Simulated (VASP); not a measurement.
# SnGeH6 (P1) in VASP: relaxation of cell and atoms with PBEsol

Aim: the relaxation of cell and atoms of SnGeH6 with PBEsol.

All numbers are computed with VASP 6.6.1; they aren't measurements. Logs are shortened: lines on timing, memory, paths and dates and some standing lists are left out, and cuts for length are marked.

### Step 1. The cell of the first run

The typed cell holds 8 atoms: a = 5.177 Å, b = 5.253 Å, c = 5.326 Å, α = 59.23°, β = 61.37°, γ = 61.24°.

### Step 2. Relaxation of cell and atoms, PBEsol

File INCAR:

```
ALGO = Normal ; EDIFF = 1E-6
EDIFFG = -0.01 ; ENCUT = 600
GGA = PS ; IBRION = 2
ISIF = 3 ; ISMEAR = -1
LASPH = True ; LCHARG = False
LREAL = False ; LWAVE = False
NELM = 60 ; NSW = 100
PREC = Accurate ; SIGMA = 0.05
```

File KPOINTS:

```
k-points
0
Gamma
  4 4 4
```

File POSCAR:

```
SnGeH6
1.0
   -0.0338600761      3.6695213239      3.6522874222
    3.7952552789     -0.0134473550      3.6318747011
    3.8383612297      3.6922145536     -0.0565533058
Sn Ge H
1 1 6
Direct
    0.5141052893      0.4976616986      0.4907296767
    0.0044203819      0.0036593562     -0.0046672084
    0.7620227577      0.2322818716      0.2429561417
    0.2371783010      0.7594158265      0.7701884725
    0.2275933720      0.7595802116      0.2405906200
    0.7596785480      0.2316620847      0.7724910600
    0.2429621581      0.2261269686      0.7657612182
    0.7673254626      0.7682020708      0.2245669062
```

Potentials or basis: VASP PAW PBE potentials, release 64 (Sn_d, Ge_d, H).

Launch:

```
$ cat potpaw_PBE.64/Sn_d/POTCAR potpaw_PBE.64/Ge_d/POTCAR potpaw_PBE.64/H/POTCAR > POTCAR
$ mpirun -np 1 vasp_std > vasp.out
```

OUTCAR:

```text
EDIFF = 1E-6
   EDIFFG = -0.01
   ENCUT = 600
   GGA = PS
   IBRION = 2
   ISIF = 3
   ISMEAR = -1
   LASPH = True
   LREAL = False
   NELM = 60
   NSW = 100
   PREC = Accurate

 ion  position               nearest neighbor table
   1  0.514  0.498  0.491-   8 1.92   6 1.95   3 1.97   5 1.98   7 1.99   4 2.08
   2  0.004  0.004  0.995-   7 1.69   6 1.72   5 1.73   8 1.73   4 1.80   3 1.83
   3  0.762  0.232  0.243-   2 1.83   1 1.97
   4  0.237  0.759  0.770-   2 1.80   1 2.08
   5  0.228  0.760  0.241-   2 1.73   1 1.98
   6  0.760  0.232  0.772-   2 1.72   1 1.95
   7  0.243  0.226  0.766-   2 1.69   1 1.99
   8  0.767  0.768  0.225-   2 1.73   1 1.92

  LATTYP: Found a triclinic cell.
 ALAT       =     5.2286030128
 B/A-ratio  =     1.4040476677
 C/A-ratio  =     2.2375636801
 COS(alpha) =     0.0025743253
 COS(beta)  =     0.6681436466
 COS(gamma) =     0.7089609583

  Lattice vectors:

 A1 = (   0.0431059508,   3.7056619086,  -3.6884280069)
 A2 = (   0.0769660269,   0.0361405847,  -7.3407154291)
 A3 = (  -3.8198694803,  11.0581519114,  -0.0157278636)

Analysis of symmetry for initial positions (statically):
=====================================================================
 Subroutine PRICEL returns:
 Original cell was already a primitive cell.

 Routine SETGRP: Setting up the symmetry group for a
 triclinic supercell.

 Subroutine GETGRP returns: Found  1 space group operations
 (whereof  1 operations were pure point group operations)
 out of a pool of  2 trial point group operations.

The static configuration has the point symmetry C_1 .

Analysis of symmetry for dynamics (positions and initial velocities):
=====================================================================
 Subroutine PRICEL returns:
 Original cell was already a primitive cell.

 Routine SETGRP: Setting up the symmetry group for a
 triclinic supercell.

 Subroutine GETGRP returns: Found  1 space group operations
 (whereof  1 operations were pure point group operations)
 out of a pool of  2 trial point group operations.

The dynamic configuration has the point symmetry C_1 .

 Subroutine INISYM returns: Found  1 space group operations
 (whereof  1 operations are pure point group operations),
 and found     1 'primitive' translations

----------------------------------------------------------------------------------------

                                     Primitive cell

  volume of cell :     103.7640

  direct lattice vectors                    reciprocal lattice vectors
    -0.033860076  3.669521324  3.652287422    -0.129224922  0.136416056  0.135543223
     3.795255279 -0.013447355  3.631874701     0.131958549 -0.135084210  0.136945004
     3.838361230  3.692214554 -0.056553306     0.128911279  0.134770567 -0.134211377

  length of vectors
     5.177425679  5.253061708  5.326224133     0.231690280  0.233269665  0.229769269

  position of ions in fractional coordinates (direct lattice)
     0.514105289  0.497661699  0.490729677
     0.004420382  0.003659356  0.995332792
     0.762022758  0.232281872  0.242956142
     0.237178301  0.759415827  0.770188473
     0.227593372  0.759580212  0.240590620
     0.759678548  0.231662085  0.772491060
     0.242962158  0.226126969  0.765761218
     0.767325463  0.768202071  0.224566906

  ion indices of the primitive-cell ions
   primitive index   ion index
                 1           1
                 2           2
                 3           3
                 4           4
                 5           5
                 6           6
                 7           7
                 8           8

----------------------------------------------------------------------------------------

 KPOINTS: k-points

Automatic generation of k-mesh.
 Grid dimensions read from file:
 generate k-points for:    4    4    4

 Generating k-lattice:

  Cartesian coordinates                     Fractional coordinates (reciprocal lattice)
    -0.032306230  0.034104014  0.033885806     0.250000000 -0.000000000 -0.000000000
     0.032989637 -0.033771052  0.034236251     0.000000000  0.250000000  0.000000000
     0.032227820  0.033692642 -0.033552844     0.000000000  0.000000000  0.250000000

  Length of vectors
     0.057922570  0.058317416  0.057442317

  Shift w.r.t. Gamma in fractional coordinates (k-lattice)
     0.000000000  0.000000000  0.000000000

 Subroutine IBZKPT returns following result:
 ===========================================

 Found     36 irreducible k-points:

 Following reciprocal coordinates:
            Coordinates               Weight
  0.000000  0.000000  0.000000      1.000000
  0.250000  0.000000 -0.000000      2.000000
  0.500000  0.000000 -0.000000      1.000000
  0.000000  0.250000  0.000000      2.000000
  0.250000  0.250000 -0.000000      2.000000
  0.500000  0.250000  0.000000      2.000000
[... 16 lines left out ...]
 -0.000000 -0.250000  0.250000      2.000000
  0.250000 -0.250000  0.250000      2.000000
 [... further k-points ...]
   k-points           NKPTS =     36   k-points in BZ     NKDIM =     36   number of bands    NBANDS=     22
   number of dos      NEDOS =    301   number of ions     NIONS =      8
   total plane-waves  NPLWV =  84672
   dimension x,y,z NGX =    42 NGY =   42 NGZ =   48
   dimension x,y,z NGXF=    84 NGYF=   84 NGZF=   96
   ions per type =               1   1   6
   NGX,Y,Z   is equivalent  to a cutoff of  13.49, 13.29, 14.98 a.u.
   NGXF,Y,Z  is equivalent  to a cutoff of  26.97, 26.58, 29.96 a.u.
 SYSTEM =  unknown system
   PREC   = accura    normal or accurate (medium, high low for compatibility)
   ISTART =      0    job   : 0-new  1-cont  2-samecut
   ICHARG =      2    charge: 1-file 2-atom 10-const
   ISPIN  =      1    spin polarized calculation?
   LNONCOLLINEAR =      F non collinear calculations
   LSORBIT =      F    spin-orbit coupling
   LASPH  =      T    aspherical Exc in radial PAW
   ENCUT  =  600.0 eV  44.10 Ry    6.64 a.u.  10.34 10.49 10.64*2*pi/ulx,y,z
   NELM   =     60;   NELMIN=  2; NELMDL= -5     # of ELM steps
   EDIFF  = 0.1E-05   stopping-criterion for ELM
   LREAL  =      F    real-space projection
   EDIFFG = -.1E-01   stopping-criterion for IOM
   NSW    =    100    number of steps for IOM
   IBRION =      2    ionic relax: 0-MD 1-quasi-New 2-CG
   NFREE  =      1    steps in history (QN), initial steepest desc. (CG)
   ISIF   =      3    stress and relaxation
   ISYM   =      2    0-nonsym 1-usesym 2-fastsym
   POTIM  = 0.5000    time-step for ionic-motion
   TEBEG  =    0.0;   TEEND  =   0.0 temperature during run
   PSTRESS=    0.0 pullay stress
   NELECT =      34.0000    total number of electrons
   NUPDOWN=      -1.0000    fix difference up-down
   EMIN   =  10.00;   EMAX   =-10.00  energy-range for DOS
   EFERMI =   0.00;   METHOD = LEGACY
   ISMEAR =    -1;   SIGMA  =   0.05  broadening in eV -4-tet -1-fermi 0-gaus
   EFERMI_NEDOS =   21; number of points for ismear=-14 and -15
   IALGO  =     38    algorithm
   IMIX   =      4    mixing-type and parameters
     AMIX     =   0.40;   BMIX     =  1.00
     AMIX_MAG =   1.60;   BMIX_MAG =  1.00
  volume/ion in A,a.u.               =      12.97        87.53
  Fermi-wavevector in a.u.,A,eV,Ry     =   1.128632  2.132804 17.331225  1.273809
  Thomas-Fermi vector in A             =   2.265322
   LORBIT       =      0    0 simple, 1 ext, 2 COOP (PROOUT), +10 PAW based schemes
   GGA     = PS    functional components
   LHFCALC =     F    Hartree Fock is set to
   AEXX    =    0.0000 exact exchange contribution
   IVDW    =     0    specifies the selected vdW correction
   LEPSILON=     F    determine dielectric tensor
   LRPA    =     F    only Hartree local field effects (RPA)
 conjugate gradient relaxation of ions
 non-spin polarized calculation
  energy-cutoff  :      600.00
  volume of cell :      103.76
 maximum number of plane-waves:      3485
 NGX is ok and might be reduce to    42
   NGX = 21   NGY = 21   NGZ = 21

--------------------------------------- Ionic step        1  -------------------------------------------

 number of electron      34.0000002 magnetization

 Free energy of the ion-electron system (eV)
  ---------------------------------------------------
  ext. energy  EPLUGINS =         0.00000000
  ---------------------------------------------------
  free energy    TOTEN  =       -26.25196135 eV

  energy without entropy =      -26.23283264  energy(sigma->0) =      -26.24239699

------------------------ aborting loop because EDIFF is reached ----------------------------------------

  FORCE on cell =-STRESS in cart. coord.  units (eV):
  Direction    XX          YY          ZZ          XY          YZ          ZX
  --------------------------------------------------------------------------------------
  -------------------------------------------------------------------------------------
  Total       -1.8894762      1.3093226      1.8812390      0.0125638     -0.0022245      0.1088096
  in kB      -29.1746155     20.2167044     29.0474277      0.1939925     -0.0343471      1.6800844
  external PRESSURE =       6.6965055 kB  Pullay stress =       0.0000000 kB
[... 107 lines left out ...]
  FREE ENERGIE OF THE ION-ELECTRON SYSTEM (eV)
  ---------------------------------------------------
  free  energy   TOTEN  =       -26.3152177830 eV

  energy  without entropy=      -26.2954347082  energy(sigma->0) =      -26.30532625

[... ionic steps 4 to 14 ...]

--------------------------------------- Ionic step       15  -------------------------------------------

 number of electron      34.0000006 magnetization

------------------------ aborting loop because EDIFF is reached ----------------------------------------

  FORCE on cell =-STRESS in cart. coord.  units (eV):
  Direction    XX          YY          ZZ          XY          YZ          ZX
  --------------------------------------------------------------------------------------
  -------------------------------------------------------------------------------------
  Total        0.0085365     -0.0130656      0.0163944     -0.0019790      0.0053185      0.0041501
  in kB        0.1301576     -0.1992139      0.2499687     -0.0301740      0.0810925      0.0632782
  external PRESSURE =       0.0603041 kB  Pullay stress =       0.0000000 kB
[... 69 lines left out ...]
  energy  without entropy=      -26.3056000002  energy(sigma->0) =      -26.31547210

--------------------------------------- Ionic step       17  -------------------------------------------

 number of electron      34.0000006 magnetization

 Free energy of the ion-electron system (eV)
  ---------------------------------------------------
  ext. energy  EPLUGINS =         0.00000000
  ---------------------------------------------------
  free energy    TOTEN  =       -26.32534789 eV

  energy without entropy =      -26.30560370  energy(sigma->0) =      -26.31547580

 E-fermi :   2.1361     XC(G=0):  -8.0031

 val. band max:        1.7080912554   @ k =   0.2500   0.0000   0.5000
 cond. band min:       2.1664790761   @ k =   0.2500   0.2500   0.2500
 fundamental gap:      0.4583878206
 Fermi energy:         2.1361313424

 k-point     1 :       0.0000    0.0000    0.0000
  band No.  band energies     occupation
      1     -22.6836      2.00000
      2     -22.6835      2.00000
      3     -22.6221      2.00000
      4     -22.6220      2.00000
      5     -22.6219      2.00000
      6     -19.5606      2.00000
[... 574 lines left out ...]
      6     -19.5631      2.00000
[... 14 lines left out ...]
     21       6.5800      0.00000
     22       7.5631      0.00000

 [... further k-points ...]
[... 5 lines left out ...]
  --------------------------------------------------------------------------------------
  -------------------------------------------------------------------------------------
  Total        0.0071543      0.0136199      0.0071493     -0.0010687      0.0027237      0.0022241
  in kB        0.1090571      0.2076159      0.1089805     -0.0162906      0.0415192      0.0339033
  external PRESSURE =       0.1418845 kB  Pullay stress =       0.0000000 kB
[... 23 lines left out ...]
  FREE ENERGIE OF THE ION-ELECTRON SYSTEM (eV)
  ---------------------------------------------------
  free  energy   TOTEN  =       -26.3253478919 eV

  energy  without entropy=      -26.3056037041  energy(sigma->0) =      -26.31547580

 reached required accuracy - stopping structural energy minimisation
```

Run time: 36 min. Hardware: 1 thread of Oxide Virtual Turin-like, shared host; peak memory 0.33 GiB.

What came out:

```
Free energy                           : -26.3253 eV
Relaxed volume                        : 13.14 Å³/atom
Relaxed cell                          : a = 5.294 Å, b = 5.294 Å, c = 5.298 Å, α = 60.05°, β = 60.06°, γ = 60.03°
Space group after relaxing (to 0.1 Å) : Fm-3m (No. 225)
Energy gained by relaxing             : 9.2 meV/atom
Ionic steps                           : 17
Pressure after relaxing               : 0.0 GPa
Largest force after relaxing          : 0.007 eV/Å
Band gap on the k mesh                : zero (bands 17 and 18 overlap by 3.33 eV)
```

Forces in eV/Å, atoms in the order of the input:
```
Sn  -0.005  0.001  0.003
Ge   0.007 -0.001  0.000
H   -0.005  0.000 -0.001
H    0.002  0.001  0.000
H    0.001 -0.003  0.002
H    0.000  0.002 -0.004
H   -0.002 -0.004 -0.004
H    0.001  0.003  0.004
```

Step by step:
| step | energy change (eV) | largest force (eV/Å) | pressure (GPa) | volume (Å³) |
| --- | --- | --- | --- | --- |
| 1 | 0.0000 | 0.2593 | 0.67 | 103.76 |
| 2 | -0.0483 | 0.1935 | 0.16 | 104.56 |
| 3 | -0.0633 | 0.1293 | -0.21 | 105.29 |
| 4 | -0.0665 | 0.0910 | -0.08 | 105.03 |
| 5 | -0.0693 | 0.0738 | 0.32 | 104.38 |
| 6 | -0.0712 | 0.0387 | 0.13 | 104.86 |
| 7 | -0.0715 | 0.0467 | 0.04 | 105.08 |
| 8 | -0.0715 | 0.0503 | 0.01 | 105.18 |
| 9 | -0.0723 | 0.0276 | -0.06 | 105.29 |
| 10 | -0.0727 | 0.0334 | -0.13 | 105.42 |
| 11 | -0.0731 | 0.0136 | 0.04 | 105.08 |
| 12 | -0.0731 | 0.0140 | 0.04 | 105.06 |
| 13 | -0.0731 | 0.0152 | 0.06 | 105.03 |
| 14 | -0.0733 | 0.0135 | 0.04 | 105.05 |
| 15 | -0.0733 | 0.0136 | 0.01 | 105.08 |
| 16 | -0.0734 | 0.0134 | 0.02 | 105.11 |
| 17 | -0.0734 | 0.0070 | 0.01 | 105.10 |

Final structure:
```
CELL_PARAMETERS angstrom
-0.00134 3.74319 3.74332
3.74413 -0.00135 3.74215
3.74666 3.74625 -0.00571
ATOMIC_POSITIONS crystal
Sn 0.50156 0.49732 0.50058
Ge 0.00182 0.99721 0.00038
H 0.76958 0.22970 0.23292
H 0.23425 0.76509 0.76767
H 0.23318 0.76315 0.23396
H 0.77104 0.23153 0.76630
H 0.23585 0.22833 0.76982
H 0.76799 0.76627 0.23098
```

Levels at points of the mesh, in eV from the Fermi level:
```tsv
k point	band 14	band 15	band 16	band 17	band 18	band 19	band 20	band 21
(0.00, 0.00, 0.00)	-5.60	-5.60	-1.72	-1.72	1.23	1.23	1.23	4.07
(0.50, 0.00, 0.00)	-4.79	-4.01	-4.00	-2.00	-1.50	5.01	5.31	5.34
(0.00, 0.50, 0.00)	-4.79	-4.01	-4.00	-2.00	-1.50	5.01	5.31	5.34
(0.50, 0.50, 0.00)	-6.00	-5.99	-1.46	1.83	1.98	1.98	2.60	2.65
(0.00, 0.00, 0.50)	-4.79	-4.00	-4.00	-2.00	-1.50	5.00	5.31	5.34
(0.50, 0.00, 0.50)	-6.00	-5.99	-1.46	1.83	1.98	1.98	2.60	2.65
(0.00, 0.50, 0.50)	-6.00	-5.99	-1.46	1.83	1.98	1.98	2.60	2.65
(0.50, 0.50, 0.50)	-4.79	-4.01	-4.01	-2.01	-1.50	5.01	5.31	5.35
```

Caveat: the k points lie up to 0.36 Å⁻¹ apart in the final cell, too coarse for converged energies and pressures of a metal; the PAW data sets were made with another functional, which shifts forces and pressure a little; spin-orbit coupling is left out, which moves the levels of the heavy elements.

The gap in the log of VASP goes by the Fermi energy; the results here count the filled bands.